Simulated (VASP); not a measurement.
# Bi (R-3m) in VASP: notebook

Runs on Bi. Level: PBE+D3(BJ). Tasks: single point.

Program: VASP 6.6.1. These are calculated values, not measurements. Logs are shortened: lines on timing, memory, paths and dates and some standing lists are left out, and cuts for length are marked.

## (1) The cell of the first run

The structure is trigonal, space group R-3m (No. 166). The conventional cell has a = 4.533 Å, b = 4.533 Å, c = 11.626 Å, α = 90.00°, β = 90.00°, γ = 120.00°. Bi (site symmetry 3m) has 6 Bi at 3.10 to 3.43 Å within 4.1 Å.

## (2) Single point, PBE+D3(BJ)

File INCAR:

```
ALGO     = Fast           # electronic algorithm
EDIFF    = 1E-6           # SCF threshold, eV
ENCUT    = 520            # plane-wave cutoff, eV
GGA      = PE             # functional
ISIF     = 2              # what is computed and relaxed
ISMEAR   = -1             # smearing method
IVDW     = 12             # dispersion correction
LASPH    = T              # aspherical terms in the spheres
LCHARG   = T              # write CHGCAR
LELF     = T              # ELF
LREAL    = F              # projectors in reciprocal space
LVHAR    = T            
LWAVE    = F              # write WAVECAR
NBANDS   = 22             # bands
NELM     = 80             # most SCF steps
PREC     = Accurate       # precision mode
SIGMA    = 0.15           # smearing width, eV
```

File KPOINTS:

```
k-points
0
Gamma
  12 12 12
```

File POSCAR:

```
Bi
1.0
    2.2667181149      1.3086903138      3.8754354075
   -2.2667181149      1.3086903138      3.8754354075
    0.0000000000     -2.6173806277      3.8754354075
Bi
2
Direct
    0.2378782747      0.2378782747      0.2378782747
    0.7621217253      0.7621217253      0.7621217253
```

Potentials or basis: VASP PAW PBE potentials, release 64 (Bi_d).

Started as:

```bash
> cat potpaw_PBE.64/Bi_d/POTCAR > POTCAR
> mpirun -np 1 vasp_std > vasp.out
```

OUTCAR:

```text
EDIFF = 1E-6
   ENCUT = 520
   GGA = PE
   ISIF = 2
   ISMEAR = -1
   IVDW = 12
   LASPH = T
   LREAL = F
   NELM = 80
   PREC = Accurate
 IVDW          = 12

 ion  position               nearest neighbor table
   1  0.238  0.238  0.238-   2 3.10   2 3.10   2 3.10   2 3.43   2 3.43   2 3.43
   2  0.762  0.762  0.762-   1 3.10   1 3.10   1 3.10   1 3.43   1 3.43   1 3.43

  LATTYP: Found a trigonal (rhomboedric) cell.
 ALAT       =     4.6765030683
 COS(alpha) =     0.5301247398

  Lattice vectors:

 A1 = (   2.2667181149,   1.3086903138,   3.8754354075)
 A2 = (  -2.2667181149,   1.3086903138,   3.8754354075)
 A3 = (   0.0000000000,  -2.6173806277,   3.8754354075)

Analysis of symmetry for initial positions (statically):
=====================================================================
 Subroutine PRICEL returns:
 Original cell was already a primitive cell.

 Routine SETGRP: Setting up the symmetry group for a
 trigonal (rhombohedral) supercell.

 Subroutine GETGRP returns: Found 12 space group operations
 (whereof 12 operations were pure point group operations)
 out of a pool of 12 trial point group operations.

The static configuration has the point symmetry D_3d.

Analysis of symmetry for dynamics (positions and initial velocities):
=====================================================================
 Subroutine PRICEL returns:
 Original cell was already a primitive cell.

 Routine SETGRP: Setting up the symmetry group for a
 trigonal (rhombohedral) supercell.

 Subroutine GETGRP returns: Found 12 space group operations
 (whereof 12 operations were pure point group operations)
 out of a pool of 12 trial point group operations.

The dynamic configuration has the point symmetry D_3d.

 Subroutine INISYM returns: Found 12 space group operations
 (whereof 12 operations are pure point group operations),
 and found     1 'primitive' translations

----------------------------------------------------------------------------------------

                                     Primitive cell

  volume of cell :      68.9773

  direct lattice vectors                    reciprocal lattice vectors
     2.266718115  1.308690314  3.875435407     0.220583229  0.127353786  0.086011841
    -2.266718115  1.308690314  3.875435407    -0.220583229  0.127353786  0.086011841
     0.000000000 -2.617380628  3.875435407     0.000000000 -0.254707573  0.086011841

  length of vectors
     4.676503068  4.676503068  4.676503068     0.268838212  0.268838212  0.268838212

[... 77 lines left out ...]
   LASPH  =      T    aspherical Exc in radial PAW
   ENCUT  =  520.0 eV  38.22 Ry    6.18 a.u.   8.70  8.70  8.70*2*pi/ulx,y,z
   NELM   =     80;   NELMIN=  2; NELMDL= -5     # of ELM steps
   EDIFF  = 0.1E-05   stopping-criterion for ELM
   LREAL  =      F    real-space projection
   EDIFFG = 0.1E-04   stopping-criterion for IOM
   NSW    =      0    number of steps for IOM
   IBRION =     -1    ionic relax: 0-MD 1-quasi-New 2-CG
   NFREE  =      0    steps in history (QN), initial steepest desc. (CG)
   ISIF   =      2    stress and relaxation
   ISYM   =      2    0-nonsym 1-usesym 2-fastsym
   POTIM  = 0.5000    time-step for ionic-motion
   TEBEG  =    0.0;   TEEND  =   0.0 temperature during run
   PSTRESS=    0.0 pullay stress
   NELECT =      30.0000    total number of electrons
   NUPDOWN=      -1.0000    fix difference up-down
   EMIN   =  10.00;   EMAX   =-10.00  energy-range for DOS
   EFERMI =   0.00;   METHOD = LEGACY
   ISMEAR =    -1;   SIGMA  =   0.15  broadening in eV -4-tet -1-fermi 0-gaus
   EFERMI_NEDOS =   21; number of points for ismear=-14 and -15
   IALGO  =     68    algorithm
   IMIX   =      4    mixing-type and parameters
     AMIX     =   0.40;   BMIX     =  1.00
     AMIX_MAG =   1.60;   BMIX_MAG =  1.00
  volume/ion in A,a.u.               =      34.49       232.74
  Fermi-wavevector in a.u.,A,eV,Ry     =   1.240357  2.343934 20.932349  1.538484
  Thomas-Fermi vector in A             =   2.374801
   LORBIT       =      0    0 simple, 1 ext, 2 COOP (PROOUT), +10 PAW based schemes
   GGA     = PE    functional components
   LHFCALC =     F    Hartree Fock is set to
   AEXX    =    0.0000 exact exchange contribution
   IVDW    =    12    specifies the selected vdW correction
   LEPSILON=     F    determine dielectric tensor
   LRPA    =     F    only Hartree local field effects (RPA)
 non-spin polarized calculation
 RMM-DIIS sequential band-by-band and
  energy-cutoff  :      520.00
  volume of cell :       68.98
 maximum number of plane-waves:      1883
   NGX = 17   NGY = 17   NGZ = 17

 number of electron      29.9999999 magnetization

 Free energy of the ion-electron system (eV)
  ---------------------------------------------------
  ext. energy  EPLUGINS =         0.00000000
  ---------------------------------------------------
  free energy    TOTEN  =        -7.75802318 eV

  energy without entropy =       -7.71412082  energy(sigma->0) =       -7.73607200

 E-fermi :   6.6014     XC(G=0):  -9.6397

 val. band max:        6.5354883649   @ k =   0.4167   0.0833   0.0833
 cond. band min:       6.6405747584   @ k =   0.4167   0.0000   0.0000
 fundamental gap:      0.1050863935
 Fermi energy:         6.6013802688

 k-point     1 :       0.0000    0.0000    0.0000
  band No.  band energies     occupation
      1     -16.3938      2.00000
      2     -16.3938      2.00000
      3     -16.2405      2.00000
      4     -16.2405      2.00000
      5     -16.2327      2.00000
      6     -16.0540      2.00000
[... 589 lines left out ...]
     21      14.5735      0.00000
     22      16.7619      0.00000

 [... further k-points ...]

------------------------ aborting loop because EDIFF is reached ----------------------------------------

 Edisp (eV)   -0.92602

 E8    (eV) :    -0.4601

  FORCE on cell =-STRESS in cart. coord.  units (eV):
  Direction    XX          YY          ZZ          XY          YZ          ZX
  --------------------------------------------------------------------------------------
  -------------------------------------------------------------------------------------
  Total      -0.01590    -0.01590    -0.01827    -0.00000     0.00000     0.00000
  in kB      -0.36941    -0.36941    -0.42442    -0.00000     0.00000     0.00000
  external pressure =       -0.39 kB  Pullay stress =        0.00 kB

 VOLUME and BASIS-vectors are now :
 -----------------------------------------------------------------------------
  energy-cutoff  :      520.00
  volume of cell :       68.98
      direct lattice vectors                 reciprocal lattice vectors
     2.266718115  1.308690314  3.875435407     0.220583229  0.127353786  0.086011841
    -2.266718115  1.308690314  3.875435407    -0.220583229  0.127353786  0.086011841
     0.000000000 -2.617380628  3.875435407     0.000000000 -0.254707573  0.086011841

 POSITION                                       TOTAL-FORCE (eV/Angst)
 -----------------------------------------------------------------------------------
      0.00000     -0.00000      2.76565         0.000000     -0.000000      0.006140
      0.00000     -0.00000      8.86066         0.000000      0.000000     -0.006140
 -----------------------------------------------------------------------------------
    total drift:                                0.000000     -0.000000      0.000000

  FREE ENERGIE OF THE ION-ELECTRON SYSTEM (eV)
  ---------------------------------------------------
  free  energy   TOTEN  =        -8.6840428021 eV

  energy  without entropy=       -8.6401404365  energy(sigma->0) =       -8.66209162
```

stdout:

```text
POSCAR found type information on POSCAR Bi
 POSCAR found :  1 types and       2 ions
 scaLAPACK will be used
 LDA part: xc-table for (Slater+PW92), standard interpolation
 POSCAR, INCAR and KPOINTS ok, starting setup
 FFT: planning ... GRIDC
 FFT: planning ... GRID_SOFT
 FFT: planning ... GRID
 WAVECAR not read
 entering main loop
```

It took 7.4 min on 1 thread of Intel Xeon 8259CL, shared host; peak memory 0.37 GiB.

What came out:

```
Free energy                : -8.6840 eV
Pressure                   : 0.0 GPa
Largest force              : 0.006 eV/Å
Band gap on the k mesh     : zero (bands 15 and 16 overlap by 0.21 eV)
Dispersion energy per atom : -0.463 eV
```

Forces on the atoms (eV/Å):
```
Bi   0.000  0.000  0.006
Bi   0.000  0.000 -0.006
```

Caveat: spin-orbit coupling is left out, which moves the levels of the heavy elements.

## (3) Single point, PBE+D3(BJ)

This run uses another cell than the first one, of 34.58 Å³/atom.

File INCAR:

```
SYSTEM = Bi
PREC = Accurate
ENCUT = 520
EDIFF = 1E-7
ISMEAR = 0
SIGMA = 0.1
LREAL = .FALSE.
LASPH = .TRUE.
NELM = 60
ALGO = Fast
ISIF = 2
LWAVE = .FALSE.
LCHARG = .FALSE.
GGA = PE
IVDW = 12
NBANDS = 22
```

File KPOINTS:

```
regular mesh
0
G
  12 12 12
  0 0 0
```

File POSCAR:

```
Bi
1.0
    2.2668170679      1.3087474443      3.8852290484
   -2.2668170679      1.3087474443      3.8852290484
    0.0000000000     -2.6174948887      3.8852290484
Bi
2
Direct
    0.2370962588      0.2370962588      0.2370962588
    0.7629037412      0.7629037412      0.7629037412
```

Potentials or basis: VASP PAW PBE potentials, release 64 (Bi_d).

Started as:

```bash
> cat potpaw_PBE.64/Bi_d/POTCAR > POTCAR
> mpirun -np 1 vasp_std > vasp.out
```

It took 8.8 min on 1 thread of Intel Xeon 8259CL, shared host; peak memory 0.38 GiB.

The run converged. Its results:

| Quantity | Value |
| --- | --- |
| Free energy | -8.6696 eV |
| Pressure | -0.1 GPa |
| Largest force | 0.007 eV/Å |
| Band gap on the k mesh | zero (bands 15 and 16 overlap by 0.19 eV) |
| Dispersion energy per atom | -0.462 eV |

Forces in eV/Å, atoms in the order of the input:
```
Bi   0.000  0.000  0.007
Bi   0.000  0.000 -0.007
```

Levels at points of the mesh, in eV from the Fermi level:
| k point | band 13 | band 14 | band 15 | band 16 | band 17 | band 18 |
| --- | --- | --- | --- | --- | --- | --- |
| (0.00, 0.00, 0.00) | -1.50 | -1.23 | -1.23 | 2.75 | 3.05 | 3.05 |
| (0.50, 0.00, 0.00) | -1.13 | -1.00 | -0.26 | -0.25 | 0.38 | 0.79 |
| (0.50, 0.50, 0.00) | -4.82 | -3.10 | -2.97 | 2.47 | 5.02 | 5.37 |
| (0.50, 0.50, 0.50) | -0.81 | -0.52 | -0.52 | 0.52 | 0.52 | 0.57 |

Caveat: spin-orbit coupling is left out, which moves the levels of the heavy elements.

The gap in the log of VASP goes by the Fermi energy; the results here count the filled bands.